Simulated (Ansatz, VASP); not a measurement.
**Be3Cd2Te: VASP beside Ansatz**

INCAR

```
SYSTEM = Be3Cd2Te
  PREC = Accurate
  ENCUT = 600
  EDIFF = 1E-7
  ISMEAR = 0
  SIGMA = 0.1
  LREAL = .FALSE.
  LASPH = .TRUE.
  NELM = 120
  ALGO = Normal
  ISIF = 3
  LWAVE = .FALSE.
  LCHARG = .FALSE.
  GGA = PE
  IBRION = 2
  NSW = 90
  EDIFFG = -0.04
  GGA_COMPAT = .FALSE.
  NELMIN = 4
```

Contents of KPOINTS:

```
Automatic mesh
0
G
  6 6 6
  0 0 0
```

Contents of POSCAR:

```
Be3Cd2Te
1.0
   -2.6350308652      2.6350308652      4.4715822321
    2.6350308652     -2.6350308652      4.4715822321
    2.6350308652      2.6350308652     -4.4715822321
Be Cd Te
3 2 1
Direct
    0.7631625318      0.7631625318      0.0000000000
    0.2368374682      0.2368374682      0.0000000000
    0.0000000000      0.0000000000      0.0000000000
    0.7500000000      0.2500000000      0.5000000000
    0.2500000000      0.7500000000      0.5000000000
    0.5000000000      0.5000000000      0.0000000000
```

Input for Ansatz:

```yaml
crystal:
  lattice:
    - [-2.6350308652, 2.6350308652, 4.4715822321]
    - [2.6350308652, -2.6350308652, 4.4715822321]
    - [2.6350308652, 2.6350308652, -4.4715822321]
  atoms:
    - { symbol: Be, position: [0.7631625318, 0.7631625318, 0.0] }
    - { symbol: Be, position: [0.2368374682, 0.2368374682, 0.0] }
    - { symbol: Be, position: [0.0, 0.0, 0.0] }
    - { symbol: Cd, position: [0.75, 0.25, 0.5] }
    - { symbol: Cd, position: [0.25, 0.75, 0.5] }
    - { symbol: Te, position: [0.5, 0.5, 0.0] }
basis:
  ecutwfc: 420
kpoints:
  mp_grid: { grid: [6, 6, 6] }
hamiltonian:
  xc: pbe
scf:
  occupations: { method: gaussian, width: 0.1 }
  lower_state_search: "off"
output:
  forces: true
  stress: true
  eigenvalues: true
relax:
  adjacent_minimum: "off"
  f_tol: 0.04
  max_steps: 70
  cell: { stress_tol: 0.4 }
```

Alike in both runs: task relaxation of cell and atoms; functional PBE; k mesh 6 × 6 × 6; occupations gaussian, width 0.1 eV; no spin polarisation.

```csv
,VASP,Ansatz
version,VASP 6.6.1,Ansatz 0.2.0
potentials or method,"VASP PAW PBE potentials, release 64 (Be, Cd, Te), cutoff 600 eV","scalar-relativistic, plane waves, PAW"
valence electrons in the cell,36,62
```

VASP gave:

| Item | Value |
| --- | --- |
| gap on the k mesh at the Fermi level, each at its own relaxed structure (eV) | none |
| relaxed volume (Å³/atom) | 20.65 |
| relaxed cell length with the largest relative difference (Å) | 5.813 |

**Question.** What did Ansatz give for the same quantities?

**Answer.** gap on the k mesh at the Fermi level, each at its own relaxed structure (eV): none; relaxed volume (Å³/atom): 20.57; relaxed cell length with the largest relative difference (Å): 5.806.

A gap of «none» marks a metal or a gap that the smearing closes. VASP's potentials hold 36 valence electrons a cell and Ansatz's 62, so a difference there can come from the potentials and not from the codes.

Neither program's run includes spin-orbit coupling.
